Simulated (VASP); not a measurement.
# TaO5 in VASP: a series of runs

Runs on TaO5. Level: PBE. Tasks: single point.

All numbers are computed with VASP 6.6.1; they aren't measurements. Logs are shortened: lines on timing, memory, paths and dates and some standing lists are left out, and cuts for length are marked.

## 1. The cell of the first run

The typed cell holds 6 atoms: a = 3.518 Å, b = 3.518 Å, c = 8.677 Å, α = 90.00°, β = 90.00°, γ = 120.00°.

## 2. Single point, PBE

INCAR reads:

```
SYSTEM = TaO5
PREC = Accurate
ENCUT = 520
EDIFF = 1E-7
ISMEAR = 0
SIGMA = 0.1
LREAL = .FALSE.
LASPH = .TRUE.
NELM = 100
ALGO = Normal
ISIF = 2
LWAVE = .FALSE.
LCHARG = .TRUE.
GGA = PE
LELF = .TRUE.
LVHAR = .TRUE.
NBANDS = 30
```

KPOINTS reads:

```
Automatic mesh
0
G
  6 6 4
  0 0 0
```

POSCAR reads:

```
TaO5
1.0
    3.5184295419      0.0000000000      0.0000000000
   -1.7592147710      3.0470493647      0.0000000000
    0.0000000000      0.0000000000      8.6771144749
Ta O
1 5
Direct
    0.0000000000      0.0000000000      0.0000000000
    0.0000000000      0.0000000000      0.2091393671
    0.0000000000      0.0000000000      0.7908606329
    0.4999542512      0.0000000000      0.5000000000
    0.0000000000      0.4999542512      0.5000000000
    0.5000457488      0.5000457488      0.5000000000
```

Potentials or basis: VASP PAW PBE potentials, release 64 (Ta_pv, O).

On the command line:

```sh
> cat potpaw_PBE.64/Ta_pv/POTCAR potpaw_PBE.64/O/POTCAR > POTCAR
> mpirun -np 1 vasp_std > vasp.out
```

OUTCAR:

```text
SYSTEM = TaO5
   PREC = Accurate
   ENCUT = 520
   EDIFF = 1E-7
   ISMEAR = 0
   LREAL = .FALSE.
   LASPH = .TRUE.
   NELM = 100
   ISIF = 2
   GGA = PE

 ion  position               nearest neighbor table
   1  0.000  0.000  0.000-   2 1.81   3 1.81
   2  0.000  0.000  0.209-   1 1.81
   3  0.000  0.000  0.791-   1 1.81
   4  0.500  0.000  0.500-   5 1.76   5 1.76   6 1.76   6 1.76
   5  0.000  0.500  0.500-   4 1.76   4 1.76   6 1.76   6 1.76
   6  0.500  0.500  0.500-   5 1.76   5 1.76   4 1.76   4 1.76

  LATTYP: Found a hexagonal cell.
 ALAT       =     3.5184295419
 C/A-ratio  =     2.4661896370

  Lattice vectors:

 A1 = (   3.5184295419,   0.0000000000,   0.0000000000)
 A2 = (  -1.7592147710,   3.0470493647,   0.0000000000)
 A3 = (   0.0000000000,   0.0000000000,   8.6771144749)

Analysis of symmetry for initial positions (statically):
=====================================================================
 Subroutine PRICEL returns:
 Original cell was already a primitive cell.

 Routine SETGRP: Setting up the symmetry group for a
 hexagonal supercell.

 Subroutine GETGRP returns: Found 12 space group operations
 (whereof 12 operations were pure point group operations)
 out of a pool of 24 trial point group operations.

The static configuration has the point symmetry D_3h.

Analysis of symmetry for dynamics (positions and initial velocities):
=====================================================================
 Subroutine PRICEL returns:
 Original cell was already a primitive cell.

 Routine SETGRP: Setting up the symmetry group for a
 hexagonal supercell.

 Subroutine GETGRP returns: Found 12 space group operations
 (whereof 12 operations were pure point group operations)
 out of a pool of 24 trial point group operations.

The dynamic configuration has the point symmetry D_3h.

 Subroutine INISYM returns: Found 12 space group operations
 (whereof 12 operations are pure point group operations),
 and found     1 'primitive' translations

----------------------------------------------------------------------------------------

                                     Primitive cell

  volume of cell :      93.0259

  direct lattice vectors                    reciprocal lattice vectors
     3.518429542  0.000000000  0.000000000     0.284217714  0.164093173  0.000000000
    -1.759214771  3.047049365  0.000000000     0.000000000  0.328186347  0.000000000
     0.000000000  0.000000000  8.677114475     0.000000000  0.000000000  0.115245685

  length of vectors
     3.518429542  3.518429542  8.677114475     0.328186347  0.328186347  0.115245685

  position of ions in fractional coordinates (direct lattice)
     0.000000000  0.000000000  0.000000000
     0.000000000  0.000000000  0.209139367
     0.000000000  0.000000000  0.790860633
     0.499954251  0.000000000  0.500000000
     0.000000000  0.499954251  0.500000000
     0.500045749  0.500045749  0.500000000

  ion indices of the primitive-cell ions
   primitive index   ion index
                 1           1
                 2           2
                 3           3
                 4           4
                 5           5
                 6           6

----------------------------------------------------------------------------------------

 KPOINTS: Automatic mesh

Automatic generation of k-mesh.
 Grid dimensions read from file:
 generate k-points for:    6    6    4

 Generating k-lattice:

  Cartesian coordinates                     Fractional coordinates (reciprocal lattice)
     0.047369619  0.027348862  0.000000000     0.166666667  0.000000000  0.000000000
     0.000000000  0.054697724  0.000000000     0.000000000  0.166666667  0.000000000
     0.000000000  0.000000000  0.028811421     0.000000000  0.000000000  0.250000000

  Length of vectors
     0.054697724  0.054697724  0.028811421

  Shift w.r.t. Gamma in fractional coordinates (k-lattice)
     0.000000000  0.000000000  0.000000000

 Subroutine IBZKPT returns following result:
 ===========================================

 Found     21 irreducible k-points:

 Following reciprocal coordinates:
            Coordinates               Weight
  0.000000  0.000000  0.000000      1.000000
  0.166667  0.000000  0.000000      6.000000
  0.333333 -0.000000  0.000000      6.000000
  0.500000 -0.000000  0.000000      3.000000
  0.166667  0.166667  0.000000      6.000000
  0.333333  0.166667  0.000000     12.000000
[... 13 lines left out ...]
  0.333333  0.166667  0.500000     12.000000
  0.333333  0.333333  0.500000      2.000000
   k-points           NKPTS =     21   k-points in BZ     NKDIM =     21   number of bands    NBANDS=     30
   number of dos      NEDOS =    301   number of ions     NIONS =      6
   total plane-waves  NPLWV =  54880
   dimension x,y,z NGX =    28 NGY =   28 NGZ =   70
   dimension x,y,z NGXF=    56 NGYF=   56 NGZF=  140
   ions per type =               1   5
   NGX,Y,Z   is equivalent  to a cutoff of  13.23, 13.23, 13.41 a.u.
   NGXF,Y,Z  is equivalent  to a cutoff of  26.46, 26.46, 26.82 a.u.
 SYSTEM =  TaO5
   PREC   = accura    normal or accurate (medium, high low for compatibility)
   ISTART =      0    job   : 0-new  1-cont  2-samecut
   ICHARG =      2    charge: 1-file 2-atom 10-const
   ISPIN  =      1    spin polarized calculation?
   LNONCOLLINEAR =      F non collinear calculations
   LSORBIT =      F    spin-orbit coupling
   LASPH  =      T    aspherical Exc in radial PAW
   ENCUT  =  520.0 eV  38.22 Ry    6.18 a.u.   6.54  6.54 16.13*2*pi/ulx,y,z
   NELM   =    100;   NELMIN=  2; NELMDL= -5     # of ELM steps
   EDIFF  = 0.1E-06   stopping-criterion for ELM
   LREAL  =      F    real-space projection
   EDIFFG = 0.1E-05   stopping-criterion for IOM
   NSW    =      0    number of steps for IOM
   IBRION =     -1    ionic relax: 0-MD 1-quasi-New 2-CG
   NFREE  =      0    steps in history (QN), initial steepest desc. (CG)
   ISIF   =      2    stress and relaxation
   ISYM   =      2    0-nonsym 1-usesym 2-fastsym
   POTIM  = 0.5000    time-step for ionic-motion
   TEBEG  =    0.0;   TEEND  =   0.0 temperature during run
   PSTRESS=    0.0 pullay stress
   NELECT =      41.0000    total number of electrons
   NUPDOWN=      -1.0000    fix difference up-down
   EMIN   =  10.00;   EMAX   =-10.00  energy-range for DOS
   EFERMI =   0.00;   METHOD = LEGACY
   ISMEAR =     0;   SIGMA  =   0.10  broadening in eV -4-tet -1-fermi 0-gaus
   EFERMI_NEDOS =   21; number of points for ismear=-14 and -15
   IALGO  =     38    algorithm
   IMIX   =      4    mixing-type and parameters
     AMIX     =   0.40;   BMIX     =  1.00
     AMIX_MAG =   1.60;   BMIX_MAG =  1.00
  volume/ion in A,a.u.               =      15.50       104.63
  Fermi-wavevector in a.u.,A,eV,Ry     =   1.245857  2.354329 21.118417  1.552160
  Thomas-Fermi vector in A             =   2.380061
   LORBIT       =      0    0 simple, 1 ext, 2 COOP (PROOUT), +10 PAW based schemes
   GGA     = PE    functional components
   LHFCALC =     F    Hartree Fock is set to
   AEXX    =    0.0000 exact exchange contribution
   IVDW    =     0    specifies the selected vdW correction
   LEPSILON=     F    determine dielectric tensor
   LRPA    =     F    only Hartree local field effects (RPA)
 non-spin polarized calculation
 Gauss-broadening in eV      SIGMA  =   0.10
  energy-cutoff  :      520.00
  volume of cell :       93.03
 maximum number of plane-waves:      2558
 NGX is ok and might be reduce to    28
   NGX = 13   NGY = 13   NGZ = 33

 number of electron      41.0000001 magnetization

 Free energy of the ion-electron system (eV)
  ---------------------------------------------------
  ext. energy  EPLUGINS =         0.00000000
  ---------------------------------------------------
  free energy    TOTEN  =       -31.84865884 eV

  energy without entropy =      -31.78947908  energy(sigma->0) =      -31.81906896

 E-fermi :  -1.0349     XC(G=0):  -9.1187

 val. band max:       -1.0357106498   @ k =   0.5000  -0.0000   0.2500
 cond. band min:      -1.0265943923   @ k =   0.5000  -0.0000   0.0000
 fundamental gap:      0.0091162576
 Fermi energy:        -1.0348974668

 k-point     1 :       0.0000    0.0000    0.0000
  band No.  band energies     occupation
      1     -35.4242      2.00000
      2     -35.4242      2.00000
      3     -35.3743      2.00000
      4     -23.3292      2.00000
      5     -17.7538      2.00000
      6     -16.1366      2.00000
[... 22 lines left out ...]
     29       5.5583      0.00000
     30       8.0059      0.00000

 k-point     2 :       0.1667    0.0000    0.0000
  band No.  band energies     occupation
      1     -35.4565      2.00000
      2     -35.4323      2.00000
      3     -35.3703      2.00000
      4     -23.0591      2.00000
      5     -17.7231      2.00000
      6     -16.6121      2.00000
[... 22 lines left out ...]
     29       6.6136      0.00000
     30       8.4882      0.00000

 k-point     3 :       0.3333   -0.0000    0.0000
  band No.  band energies     occupation
      1     -35.5204      2.00000
      2     -35.4484      2.00000
      3     -35.3621      2.00000
      4     -22.3041      2.00000
      5     -18.5515      2.00000
      6     -17.6586      2.00000
[... 22 lines left out ...]
     29       7.4601      0.00000
     30       8.5035      0.00000

 k-point     4 :       0.5000   -0.0000    0.0000
  band No.  band energies     occupation
      1     -35.5520      2.00000
      2     -35.4564      2.00000
      3     -35.3581      2.00000
      4     -21.5986      2.00000
      5     -19.6969      2.00000
      6     -17.6277      2.00000
[... 517 lines left out ...]
     29       7.8457      0.00000
     30       8.7861      0.00000

 k-point    20 :       0.3333    0.1667    0.5000
  band No.  band energies     occupation
      1     -35.5359      2.00000
      2     -35.4727      2.00000
      3     -35.3581      2.00000
      4     -21.6382      2.00000
      5     -19.5709      2.00000
      6     -17.6320      2.00000
[... 22 lines left out ...]
     29       5.3777      0.00000
     30       9.4698      0.00000

 k-point    21 :       0.3333    0.3333    0.5000
  band No.  band energies     occupation
      1     -35.5144      2.00000
      2     -35.5144      2.00000
      3     -35.3560      2.00000
      4     -20.6641      2.00000
      5     -20.6641      2.00000
      6     -17.6157      2.00000
[... 22 lines left out ...]
     29       6.7193      0.00000
     30       6.7193      0.00000

------------------------ aborting loop because EDIFF is reached ----------------------------------------

  FORCE on cell =-STRESS in cart. coord.  units (eV):
  Direction    XX          YY          ZZ          XY          YZ          ZX
  --------------------------------------------------------------------------------------
  -------------------------------------------------------------------------------------
  Total       -0.1397288     -0.1397288      0.9155779      0.0000000      0.0000000      0.0000000
  in kB       -2.4065391     -2.4065391     15.7689295      0.0000000      0.0000000      0.0000000
  external PRESSURE =       3.6519505 kB  Pullay stress =       0.0000000 kB

 VOLUME and BASIS-vectors are now :
 -----------------------------------------------------------------------------
  energy-cutoff  :      520.00
  volume of cell :       93.03
      direct lattice vectors                 reciprocal lattice vectors
     3.518429542  0.000000000  0.000000000     0.284217714  0.164093173  0.000000000
    -1.759214771  3.047049365  0.000000000     0.000000000  0.328186347  0.000000000
     0.000000000  0.000000000  8.677114475     0.000000000  0.000000000  0.115245685

 POSITION                                       TOTAL-FORCE (eV/Angst)
 -----------------------------------------------------------------------------------
      0.00000      0.00000      0.00000        -0.000000     -0.000000      0.000000
      0.00000      0.00000      1.81473        -0.000000      0.000000      0.251726
      0.00000      0.00000      6.86239        -0.000000     -0.000000     -0.251726
      1.75905      0.00000      4.33856         0.000496      0.000000     -0.000000
     -0.87953      1.52339      4.33856        -0.000248      0.000429      0.000000
      0.87969      1.52366      4.33856        -0.000248     -0.000429     -0.000000
 -----------------------------------------------------------------------------------
    total drift:                               -0.000000     -0.000000      0.000000

  FREE ENERGIE OF THE ION-ELECTRON SYSTEM (eV)
  ---------------------------------------------------
  free  energy   TOTEN  =       -31.8486588364 eV

  energy  without entropy=      -31.7894790784  energy(sigma->0) =      -31.81906896
```

Wall time 54 s (1 thread of Intel Xeon 6975P-C (Granite Rapids), shared host); peak memory 0.24 GiB.

What came out:

```
Free energy   : -31.8487 eV
Pressure      : 0.4 GPa
Largest force : 0.252 eV/Å
```

Forces on the atoms (eV/Å):
```
Ta   0.000  0.000  0.000
O    0.000  0.000  0.252
O    0.000  0.000 -0.252
O    0.000  0.000  0.000
O    0.000  0.000  0.000
O    0.000  0.000  0.000
```

Levels at points of the mesh, in eV from the Fermi level:
| k point | band 17 | band 18 | band 19 | band 20 | band 21 | band 22 | band 23 | band 24 |
| --- | --- | --- | --- | --- | --- | --- | --- | --- |
| (0.00, 0.00, 0.00) | -0.36 | -0.36 | -0.09 | 0.07 | 0.07 | 1.12 | 1.12 | 3.85 |
| (0.50, 0.00, 0.00) | -1.06 | -1.00 | -0.78 | -0.75 | -0.56 | -0.04 | 0.01 | 3.50 |
| (0.00, 0.00, 0.50) | -0.37 | -0.37 | -0.29 | 0.07 | 0.07 | 1.12 | 1.12 | 3.85 |
| (0.50, 0.00, 0.50) | -1.08 | -0.96 | -0.78 | -0.75 | -0.67 | -0.03 | 0.03 | 3.50 |

Caveat: spin-orbit coupling is left out, which moves the levels of the heavy elements; an odd number of electrons without spin polarisation forces a metal; a magnetic or distorted state may lie lower.

## 3. Single point, PBE

INCAR reads:

```
SYSTEM = TaO5
PREC = Accurate
ENCUT = 600
EDIFF = 1E-6
ISMEAR = 0
SIGMA = 0.1
LREAL = .FALSE.
LASPH = .TRUE.
NELM = 120
ALGO = Normal
ISIF = 2
LWAVE = .FALSE.
LCHARG = .TRUE.
GGA = PE
LELF = .TRUE.
LVHAR = .TRUE.
NBANDS = 30
GGA_COMPAT = .FALSE.
```

KPOINTS is that of step 2.

POSCAR is that of step 2.

Potentials or basis: VASP PAW PBE potentials, release 64 (Ta_sv_GW, O).

On the command line:

```sh
> cat potpaw_PBE.64/Ta_sv_GW/POTCAR potpaw_PBE.64/O/POTCAR > POTCAR
> mpirun -np 1 vasp_std > vasp.out
```

It took 94 s on 1 thread of AMD EPYC 9R45 (Zen 5), shared host; peak memory 0.23 GiB.

The run converged. Its results:

- Free energy: -34.4130 eV
- Pressure: 0.1 GPa
- Largest force: 0.136 eV/Å

Forces in eV/Å, atoms in the order of the input:
```
Ta   0.000  0.000  0.000
O    0.000  0.000  0.136
O    0.000  0.000 -0.136
O    0.000  0.000  0.000
O    0.000  0.000  0.000
O    0.000  0.000  0.000
```

Stress tensor (GPa, compression positive):
```
-0.30  0.00  0.00
 0.00 -0.30  0.00
 0.00  0.00  0.78
```

Levels at points of the mesh, in eV from the Fermi level:
```csv
k point,band 18,band 19,band 20,band 21,band 22,band 23,band 24,band 25
"(0.00, 0.00, 0.00)",-0.37,-0.37,-0.09,0.07,0.07,1.14,1.14,3.85
"(0.50, 0.00, 0.00)",-1.05,-1.00,-0.78,-0.75,-0.56,-0.04,0.01,3.52
"(0.00, 0.00, 0.50)",-0.37,-0.37,-0.29,0.07,0.07,1.14,1.14,3.85
"(0.50, 0.00, 0.50)",-1.07,-0.96,-0.78,-0.75,-0.68,-0.03,0.03,3.52
```

Caveat: spin-orbit coupling is left out, which moves the levels of the heavy elements; an odd number of electrons without spin polarisation forces a metal; a magnetic or distorted state may lie lower.
